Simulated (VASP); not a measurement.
# N (P6_3/mmc) in VASP: notebook

Runs on N. Level: PBE. Tasks: single point, relaxation of cell and atoms.

Program: VASP 6.6.1. These are calculated values, not measurements. Logs are shortened: lines on timing, memory, paths and dates and some standing lists are left out, and cuts for length are marked.

**1. The cell of the first run**

It takes space group P6_3/mmc (No. 194, hexagonal). Conventional cell: a = 4.374 Å, b = 4.374 Å, c = 7.522 Å, α = 90.00°, β = 90.00°, γ = 120.00°. N (site symmetry 3m) has 1 N at 1.10 Å within 1.5 Å.

**2. Single point, PBE**

Contents of INCAR:

```
SYSTEM = N
  ALGO = Normal
  EDIFF = 1E-6
  ENCUT = 520
  GGA = PE
  ISIF = 2
  ISMEAR = 0
  LASPH = .TRUE.
  LCHARG = .FALSE.
  LREAL = .FALSE.
  LWAVE = .FALSE.
  NBANDS = 18
  NELM = 80
  PREC = Accurate
  SIGMA = 0.02
```

Contents of KPOINTS:

```
k-points
0
G
  6 6 4
  0 0 0
```

Contents of POSCAR:

```
N
1.0
    4.3739641817      0.0000000000      0.0000000000
   -2.1869820908      3.7879640966      0.0000000000
    0.0000000000      0.0000000000      7.5218070742
N
4
Direct
    0.3333333333      0.6666666667      0.3232689470
    0.3333333333      0.6666666667      0.1767310530
    0.6666666667      0.3333333333      0.8232689470
    0.6666666667      0.3333333333      0.6767310530
```

Potentials or basis: VASP PAW PBE potentials, release 64 (N).

Run with:

```bash
$ cat potpaw_PBE.64/N/POTCAR > POTCAR
$ mpirun -np 1 vasp_std > vasp.out
```

OUTCAR:

```text
SYSTEM = N
   EDIFF = 1E-6
   ENCUT = 520
   GGA = PE
   ISIF = 2
   ISMEAR = 0
   LASPH = .TRUE.
   LREAL = .FALSE.
   NELM = 80
   PREC = Accurate

 ion  position               nearest neighbor table
   1  0.333  0.667  0.323-   2 1.10
   2  0.333  0.667  0.177-   1 1.10
   3  0.667  0.333  0.823-   4 1.10
   4  0.667  0.333  0.677-   3 1.10

  LATTYP: Found a hexagonal cell.
 ALAT       =     4.3739641817
 C/A-ratio  =     1.7196773366

  Lattice vectors:

 A1 = (   4.3739641817,   0.0000000000,   0.0000000000)
 A2 = (  -2.1869820908,   3.7879640966,   0.0000000000)
 A3 = (   0.0000000000,   0.0000000000,   7.5218070742)

Analysis of symmetry for initial positions (statically):
=====================================================================
 Subroutine PRICEL returns:
 Original cell was already a primitive cell.

 Routine SETGRP: Setting up the symmetry group for a
 hexagonal supercell.

 Subroutine GETGRP returns: Found 24 space group operations
 (whereof 12 operations were pure point group operations)
 out of a pool of 24 trial point group operations.

The static configuration has the point symmetry D_3d.
 The point group associated with its full space group is D_6h.

Analysis of symmetry for dynamics (positions and initial velocities):
=====================================================================
 Subroutine PRICEL returns:
 Original cell was already a primitive cell.

 Routine SETGRP: Setting up the symmetry group for a
 hexagonal supercell.

 Subroutine GETGRP returns: Found 24 space group operations
 (whereof 12 operations were pure point group operations)
 out of a pool of 24 trial point group operations.

The dynamic configuration has the point symmetry D_3d.
 The point group associated with its full space group is D_6h.

 Subroutine INISYM returns: Found 24 space group operations
 (whereof 12 operations are pure point group operations),
 and found     1 'primitive' translations

----------------------------------------------------------------------------------------

                                     Primitive cell

  volume of cell :     124.6245

  direct lattice vectors                    reciprocal lattice vectors
     4.373964182  0.000000000  0.000000000     0.228625558  0.131997027  0.000000000
    -2.186982091  3.787964097  0.000000000     0.000000000  0.263994054  0.000000000
     0.000000000  0.000000000  7.521807074     0.000000000  0.000000000  0.132946776

  length of vectors
     4.373964182  4.373964182  7.521807074     0.263994054  0.263994054  0.132946776

  position of ions in fractional coordinates (direct lattice)
     0.333333333  0.666666667  0.323268947
     0.333333333  0.666666667  0.176731053
     0.666666667  0.333333333  0.823268947
     0.666666667  0.333333333  0.676731053

  ion indices of the primitive-cell ions
   primitive index   ion index
                 1           1
                 2           2
                 3           3
                 4           4

----------------------------------------------------------------------------------------

 KPOINTS: k-points

Automatic generation of k-mesh.
 Grid dimensions read from file:
 generate k-points for:    6    6    4

 Generating k-lattice:

  Cartesian coordinates                     Fractional coordinates (reciprocal lattice)
     0.038104260  0.021999505  0.000000000     0.166666667 -0.000000000  0.000000000
     0.000000000  0.043999009  0.000000000     0.000000000  0.166666667  0.000000000
     0.000000000  0.000000000  0.033236694     0.000000000  0.000000000  0.250000000

  Length of vectors
     0.043999009  0.043999009  0.033236694

  Shift w.r.t. Gamma in fractional coordinates (k-lattice)
     0.000000000  0.000000000  0.000000000

 Subroutine IBZKPT returns following result:
 ===========================================

 Found     21 irreducible k-points:

 Following reciprocal coordinates:
            Coordinates               Weight
  0.000000  0.000000  0.000000      1.000000
  0.166667  0.000000  0.000000      6.000000
  0.333333  0.000000  0.000000      6.000000
  0.500000  0.000000  0.000000      3.000000
  0.166667  0.166667  0.000000      6.000000
  0.333333  0.166667  0.000000     12.000000
[... 13 lines left out ...]
  0.333333  0.166667  0.500000     12.000000
  0.333333  0.333333  0.500000      2.000000
   k-points           NKPTS =     21   k-points in BZ     NKDIM =     21   number of bands    NBANDS=     18
   number of dos      NEDOS =    301   number of ions     NIONS =      4
   total plane-waves  NPLWV =  72576
   dimension x,y,z NGX =    36 NGY =   36 NGZ =   56
   dimension x,y,z NGXF=    72 NGYF=   72 NGZF=  112
   ions per type =               4
   NGX,Y,Z   is equivalent  to a cutoff of  13.68, 13.68, 12.38 a.u.
   NGXF,Y,Z  is equivalent  to a cutoff of  27.37, 27.37, 24.75 a.u.
 SYSTEM =  N
   PREC   = accura    normal or accurate (medium, high low for compatibility)
   ISTART =      0    job   : 0-new  1-cont  2-samecut
   ICHARG =      2    charge: 1-file 2-atom 10-const
   ISPIN  =      1    spin polarized calculation?
   LNONCOLLINEAR =      F non collinear calculations
   LSORBIT =      F    spin-orbit coupling
   LASPH  =      T    aspherical Exc in radial PAW
   ENCUT  =  520.0 eV  38.22 Ry    6.18 a.u.   8.13  8.13 13.99*2*pi/ulx,y,z
   NELM   =     80;   NELMIN=  2; NELMDL= -5     # of ELM steps
   EDIFF  = 0.1E-05   stopping-criterion for ELM
   LREAL  =      F    real-space projection
   EDIFFG = 0.1E-04   stopping-criterion for IOM
   NSW    =      0    number of steps for IOM
   IBRION =     -1    ionic relax: 0-MD 1-quasi-New 2-CG
   NFREE  =      0    steps in history (QN), initial steepest desc. (CG)
   ISIF   =      2    stress and relaxation
   ISYM   =      2    0-nonsym 1-usesym 2-fastsym
   POTIM  = 0.5000    time-step for ionic-motion
   TEBEG  =    0.0;   TEEND  =   0.0 temperature during run
   PSTRESS=    0.0 pullay stress
   NELECT =      20.0000    total number of electrons
   NUPDOWN=      -1.0000    fix difference up-down
   EMIN   =  10.00;   EMAX   =-10.00  energy-range for DOS
   EFERMI =   0.00;   METHOD = LEGACY
   ISMEAR =     0;   SIGMA  =   0.02  broadening in eV -4-tet -1-fermi 0-gaus
   EFERMI_NEDOS =   21; number of points for ismear=-14 and -15
   IALGO  =     38    algorithm
   IMIX   =      4    mixing-type and parameters
     AMIX     =   0.40;   BMIX     =  1.00
     AMIX_MAG =   1.60;   BMIX_MAG =  1.00
  volume/ion in A,a.u.               =      31.16       210.25
  Fermi-wavevector in a.u.,A,eV,Ry     =   0.889646  1.681187 10.768595  0.791469
  Thomas-Fermi vector in A             =   2.011233
   LORBIT       =      0    0 simple, 1 ext, 2 COOP (PROOUT), +10 PAW based schemes
   GGA     = PE    functional components
   LHFCALC =     F    Hartree Fock is set to
   AEXX    =    0.0000 exact exchange contribution
   IVDW    =     0    specifies the selected vdW correction
   LEPSILON=     F    determine dielectric tensor
   LRPA    =     F    only Hartree local field effects (RPA)
 non-spin polarized calculation
 Gauss-broadening in eV      SIGMA  =   0.02
  energy-cutoff  :      520.00
  volume of cell :      124.62
 maximum number of plane-waves:      3376
 NGX is ok and might be reduce to    36
   NGX = 17   NGY = 17   NGZ = 27

 number of electron      19.9999999 magnetization

 Free energy of the ion-electron system (eV)
  ---------------------------------------------------
  ext. energy  EPLUGINS =         0.00000000
  ---------------------------------------------------
  free energy    TOTEN  =       -33.32113515 eV

  energy without entropy =      -33.32113515  energy(sigma->0) =      -33.32113515

 E-fermi :  -7.2859     XC(G=0):  -5.3631

 val. band max:       -7.4049929569   @ k =   0.0000   0.0000   0.0000
 cond. band min:      -0.0070759315   @ k =   0.3333   0.3333   0.0000
 fundamental gap:      7.3979170254
 Fermi energy:        -7.2858628699

 k-point     1 :       0.0000    0.0000    0.0000
  band No.  band energies     occupation
      1     -25.8491      2.00000
      2     -25.8380      2.00000
      3     -11.1980      2.00000
      4     -10.7627      2.00000
      5      -9.0479      2.00000
      6      -9.0479      2.00000
[... 10 lines left out ...]
     17       4.4063      0.00000
     18       8.6818      0.00000

 k-point     2 :       0.1667    0.0000    0.0000
  band No.  band energies     occupation
      1     -25.8463      2.00000
      2     -25.8368      2.00000
      3     -11.1625      2.00000
      4     -10.7789      2.00000
      5      -9.0970      2.00000
      6      -9.0641      2.00000
[... 10 lines left out ...]
     17       4.8336      0.00000
     18       7.2438      0.00000

 k-point     3 :       0.3333    0.0000    0.0000
  band No.  band energies     occupation
      1     -25.8411      2.00000
      2     -25.8347      2.00000
      3     -11.0759      2.00000
      4     -10.8265      2.00000
      5      -9.2020      2.00000
      6      -9.1480      2.00000
[... 10 lines left out ...]
     17       5.6913      0.00000
     18       5.8481      0.00000

 k-point     4 :       0.5000    0.0000    0.0000
  band No.  band energies     occupation
      1     -25.8378      2.00000
      2     -25.8343      2.00000
      3     -11.0113      2.00000
      4     -10.8714      2.00000
      5      -9.2518      2.00000
      6      -9.1879      2.00000
[... 10 lines left out ...]
     17       5.3206      0.00000
     18       6.0798      0.00000

 k-point     5 :       0.1667    0.1667    0.0000
  band No.  band energies     occupation
      1     -25.8425      2.00000
      2     -25.8352      2.00000
      3     -11.1007      2.00000
      4     -10.8115      2.00000
      5      -9.1556      2.00000
      6      -9.1441      2.00000
[... 10 lines left out ...]
     17       5.5427      0.00000
     18       6.1621      0.00000

 k-point     6 :       0.3333    0.1667    0.0000
  band No.  band energies     occupation
      1     -25.8378      2.00000
      2     -25.8343      2.00000
      3     -11.0127      2.00000
      4     -10.8699      2.00000
      5      -9.2260      2.00000
      6      -9.1735      2.00000
[... 10 lines left out ...]
     17       5.2209      0.00000
     18       6.3777      0.00000

 k-point     7 :       0.3333    0.3333    0.0000
  band No.  band energies     occupation
      1     -25.8350      2.00000
      2     -25.8350      2.00000
      3     -10.9364      2.00000
      4     -10.9364      2.00000
      5      -9.2121      2.00000
      6      -9.1626      2.00000
[... 10 lines left out ...]
     17       5.0371      0.00000
     18       6.4000      0.00000

 k-point     8 :       0.0000    0.0000    0.2500
  band No.  band energies     occupation
      1     -25.8474      2.00000
      2     -25.8396      2.00000
      3     -11.1437      2.00000
      4     -10.8387      2.00000
      5      -9.0399      2.00000
      6      -9.0399      2.00000
[... 10 lines left out ...]
     17       5.1022      0.00000
     18       8.0795      0.00000
[... 166 lines left out ...]
     17       6.7835      0.00000
     18       6.7835      0.00000

 k-point    17 :       0.3333    0.0000    0.5000
  band No.  band energies     occupation
      1     -25.8379      2.00000
      2     -25.8379      2.00000
      3     -10.9622      2.00000
      4     -10.9622      2.00000
      5      -9.1583      2.00000
      6      -9.1583      2.00000
[... 10 lines left out ...]
     17       6.0610      0.00000
     18       6.0610      0.00000

 k-point    18 :       0.5000    0.0000    0.5000
  band No.  band energies     occupation
      1     -25.8360      2.00000
      2     -25.8360      2.00000
      3     -10.9489      2.00000
      4     -10.9489      2.00000
      5      -9.2007      2.00000
      6      -9.2007      2.00000
[... 10 lines left out ...]
     17       5.0743      0.00000
     18       5.0743      0.00000

 k-point    19 :       0.1667    0.1667    0.5000
  band No.  band energies     occupation
      1     -25.8388      2.00000
      2     -25.8388      2.00000
      3     -10.9688      2.00000
      4     -10.9688      2.00000
      5      -9.1280      2.00000
      6      -9.1280      2.00000
[... 10 lines left out ...]
     17       6.5136      0.00000
     18       6.5136      0.00000

 k-point    20 :       0.3333    0.1667    0.5000
  band No.  band energies     occupation
      1     -25.8360      2.00000
      2     -25.8360      2.00000
      3     -10.9488      2.00000
      4     -10.9488      2.00000
      5      -9.1785      2.00000
      6      -9.1785      2.00000
[... 10 lines left out ...]
     17       5.4104      0.00000
     18       5.4104      0.00000

 k-point    21 :       0.3333    0.3333    0.5000
  band No.  band energies     occupation
      1     -25.8351      2.00000
      2     -25.8351      2.00000
      3     -10.9420      2.00000
      4     -10.9420      2.00000
      5      -9.1518      2.00000
      6      -9.1518      2.00000
[... 10 lines left out ...]
     17       4.8776      0.00000
     18       4.8776      0.00000

------------------------ aborting loop because EDIFF is reached ----------------------------------------

  FORCE on cell =-STRESS in cart. coord.  units (eV):
  Direction    XX          YY          ZZ          XY          YZ          ZX
  --------------------------------------------------------------------------------------
  -------------------------------------------------------------------------------------
  Total       -0.0861030     -0.0861030      3.6692676     -0.0000000     -0.0000000      0.0000000
  in kB       -1.1069438     -1.1069438     47.1722616     -0.0000000     -0.0000000      0.0000000
  external PRESSURE =      14.9861247 kB  Pullay stress =       0.0000000 kB

 VOLUME and BASIS-vectors are now :
 -----------------------------------------------------------------------------
  energy-cutoff  :      520.00
  volume of cell :      124.62
      direct lattice vectors                 reciprocal lattice vectors
     4.373964182  0.000000000  0.000000000     0.228625558  0.131997027  0.000000000
    -2.186982091  3.787964097  0.000000000     0.000000000  0.263994054  0.000000000
     0.000000000  0.000000000  7.521807074     0.000000000  0.000000000  0.132946776

 POSITION                                       TOTAL-FORCE (eV/Angst)
 -----------------------------------------------------------------------------------
     -0.00000      2.52531      2.43157         0.000000     -0.000000      1.742742
     -0.00000      2.52531      1.32934         0.000000      0.000000     -1.742742
      2.18698      1.26265      6.19247        -0.000000      0.000000      1.742742
      2.18698      1.26265      5.09024        -0.000000      0.000000     -1.742742
 -----------------------------------------------------------------------------------
    total drift:                               -0.000000      0.000000      0.000000

  FREE ENERGIE OF THE ION-ELECTRON SYSTEM (eV)
  ---------------------------------------------------
  free  energy   TOTEN  =       -33.3211351528 eV

  energy  without entropy=      -33.3211351528  energy(sigma->0) =      -33.32113515
```

Run time: 42 s. Hardware: 1 thread of Intel Xeon Platinum 8259CL at 2.50GHz (Skylake/Cascade Lake), shared host; peak memory 0.24 GiB.

What came out:

| Quantity | Value |
| --- | --- |
| Free energy | -33.3211 eV |
| Pressure | 1.5 GPa |
| Largest force | 1.743 eV/Å |
| Band gap on the k mesh | 7.40 eV, indirect (least direct gap 7.57 eV) |

Forces in eV/Å, atoms in the order of the input:
```
N    0.000  0.000  1.743
N    0.000  0.000 -1.743
N    0.000  0.000  1.743
N    0.000  0.000 -1.743
```

Caveat: the standard files for N, O and F lose accuracy on very short bonds; forces of over 1 eV/Å act on the atoms, so gaps and moduli don't describe the material at rest.

**3. Relaxation of cell and atoms, PBE**

This run uses another cell than the first one, of 27.58 Å³/atom, 0.885 times its volume.

Contents of INCAR:

```
PREC = Accurate ; ENCUT = 600
EDIFF = 1E-6 ; ISMEAR = 0
SIGMA = 0.02 ; LREAL = F
LASPH = T ; NELM = 100
ALGO = Normal ; ISIF = 3
LWAVE = F ; LCHARG = F
GGA = PE ; IBRION = 2
NSW = 100 ; EDIFFG = -0.01
```

Contents of KPOINTS:

```
Automatic mesh
0
Gamma
  6 6 4
```

Contents of POSCAR:

```
N
1.0
    4.2097043733      0.0000000000      0.0000000000
   -2.1048521866      3.6457109297      0.0000000000
    0.0000000000      0.0000000000      7.1879160693
N
4
Direct
    0.3333333333      0.6666666667      0.3266612356
    0.3333333333      0.6666666667      0.1733387644
    0.6666666667      0.3333333333      0.8266612356
    0.6666666667      0.3333333333      0.6733387644
```

Potentials or basis: VASP PAW PBE potentials, release 64 (N).

Run with:

```bash
$ cat potpaw_PBE.64/N/POTCAR > POTCAR
$ mpirun -np 1 vasp_std > vasp.out
```

It took 2.3 min on 1 thread of Intel Xeon Platinum 8259CL at 2.50GHz (Skylake/Cascade Lake), shared host; peak memory 0.26 GiB.

The run converged. Its results:

```yaml
Free_energy: -33.3461 eV
Relaxed_volume: 27.60 Å³/atom
Relaxed_cell: a = 4.210 Å, b = 4.210 Å, c = 7.194 Å, α = 90.00°, β = 90.00°, γ = 120.00°
Space_group_after_relaxing_to_0.05_Å: P6_3/mmc (No. 194)
Energy_gained_by_relaxing: 4.4 meV/atom
Ionic_steps: 6
Pressure_after_relaxing: 0.0 GPa
Largest_force_after_relaxing: 0.008 eV/Å
Band_gap_on_the_k_mesh: 7.05 eV, indirect (least direct gap 7.31 eV)
```

Forces in eV/Å, atoms in the order of the input:
```
N    0.000  0.000 -0.008
N    0.000  0.000  0.008
N    0.000  0.000 -0.008
N    0.000  0.000  0.008
```

Stress tensor (GPa, compression positive):
```
 0.03  0.00  0.00
 0.00  0.03  0.00
 0.00  0.00 -0.05
```

Step by step:
| step | energy change (eV) | largest force (eV/Å) | pressure (GPa) | volume (Å³) |
| --- | --- | --- | --- | --- |
| 1 | 0.0000 | 1.6728 | 1.78 | 110.32 |
| 2 | 3.8588 | 14.3959 | -17.60 | 115.21 |
| 3 | -0.0100 | 1.0461 | -1.12 | 110.58 |
| 4 | -0.0164 | 0.4095 | -0.44 | 110.48 |
| 5 | -0.0176 | 0.0723 | -0.07 | 110.42 |
| 6 | -0.0176 | 0.0078 | 0.00 | 110.41 |

Final structure:
```
N
1.0
     4.20972    0.00000    0.00000
    -2.10486    3.64572    0.00000
     0.00000    0.00000    7.19433
N
4
Cartesian
  0.0000 2.4305 2.3550
  0.0000 2.4305 1.2422
  2.1049 1.2152 5.9521
  2.1049 1.2152 4.8394
```

Levels at points of the mesh, in eV from the valence-band top:
| k point | band 6 | band 7 | band 8 | band 9 | band 10 | band 11 | band 12 | band 13 | band 14 |
| --- | --- | --- | --- | --- | --- | --- | --- | --- | --- |
| (0.00, 0.00, 0.00) | -1.66 | -1.57 | -1.57 | -0.97 | 0.00 | 7.73 | 7.73 | 8.14 | 8.14 |
| (0.50, 0.00, 0.00) | -1.85 | -1.74 | -1.60 | -0.48 | -0.18 | 7.13 | 7.48 | 7.76 | 8.22 |
| (0.00, 0.00, 0.50) | -1.61 | -1.61 | -1.61 | -0.45 | -0.45 | 7.93 | 7.93 | 7.93 | 7.93 |
| (0.50, 0.00, 0.50) | -1.86 | -1.67 | -1.67 | -0.37 | -0.37 | 7.45 | 7.45 | 7.83 | 7.83 |

Caveat: the standard files for N, O and F lose accuracy on very short bonds. A k mesh can miss the band edges.

(Part 1 of 2 ends here.)
